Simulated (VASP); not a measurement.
Write the native input for VASP 6.6.1 that does the following.

```
Task                   : relaxation of the atoms
Functional             : PBE
Potentials or basis    : VASP PAW PBE potentials, release 64 (Si)
Cutoff                 : 520 eV
k mesh                 : 2 × 2 × 2
Occupations            : fermi-dirac, width 0.02 eV
Spin                   : no spin polarisation
Dipole correction      : no
Further INCAR settings : LREAL = Auto; ALGO = Normal; EDIFF = 1e-06; IBRION = 2; EDIFFG = -0.08; NSW = 45
```

The structure of Si (a cell with a defect) lies in POSCAR:

```
Si
1.0
    0.0000000000      5.4300000000      5.4300000000
    5.4300000000      0.0000000000      5.4300000000
    5.4300000000      5.4300000000      0.0000000000
Si
17
Direct
    0.0000000000      0.0000000000      0.0000000000
    0.1250000000      0.1250000000      0.1250000000
    0.0000000000      0.0000000000      0.5000000000
    0.1250000000      0.1250000000      0.6250000000
    0.0000000000      0.5000000000      0.0000000000
    0.1250000000      0.6250000000      0.1250000000
    0.0000000000      0.5000000000      0.5000000000
    0.1250000000      0.6250000000      0.6250000000
    0.5000000000      0.0000000000      0.0000000000
    0.6250000000      0.1250000000      0.1250000000
    0.5000000000      0.0000000000      0.5000000000
    0.6250000000      0.1250000000      0.6250000000
    0.5000000000      0.5000000000      0.0000000000
    0.6250000000      0.6250000000      0.1250000000
    0.5000000000      0.5000000000      0.5000000000
    0.6250000000      0.6250000000      0.6250000000
    0.8719937000      0.3832892000      0.8761171000
```

These files were run (other wordings do the same):

INCAR

```
SYSTEM = Si
ALGO = Normal ; EDIFF = 1E-6
EDIFFG = -0.08 ; ENCUT = 520
GGA = PE ; IBRION = 2
ISIF = 2 ; ISMEAR = -1
LASPH = .True. ; LCHARG = .False.
LREAL = Auto ; LWAVE = .False.
NELM = 100 ; NSW = 45
PREC = Accurate ; SIGMA = 0.02
```

KPOINTS

```
k-points
0
Gamma
  2 2 2
  0 0 0
```

Potentials or basis: VASP PAW PBE potentials, release 64 (Si).

Command:

```sh
$ cat potpaw_PBE.64/Si/POTCAR > POTCAR
$ mpirun -np 1 vasp_std > vasp.out
```

It gave:

* Energy gained by relaxing: 7.9 meV/atom
* Ionic steps: 6
* Pressure after relaxing: 5.3 GPa
* Largest force after relaxing: 0.041 eV/Å
* Band gap on the k mesh: zero (bands 34 and 35 overlap by 0.25 eV)

Caveat: the k points lie up to 0.50 Å⁻¹ apart; the relaxation stopped at a loose force limit of 0.08 eV/Å, so its end isn't a converged minimum.

Wall time 11 min on 1 thread of Oxide Virtual Turin-like Processor, with other jobs on the host, peak memory 0.5 GiB.
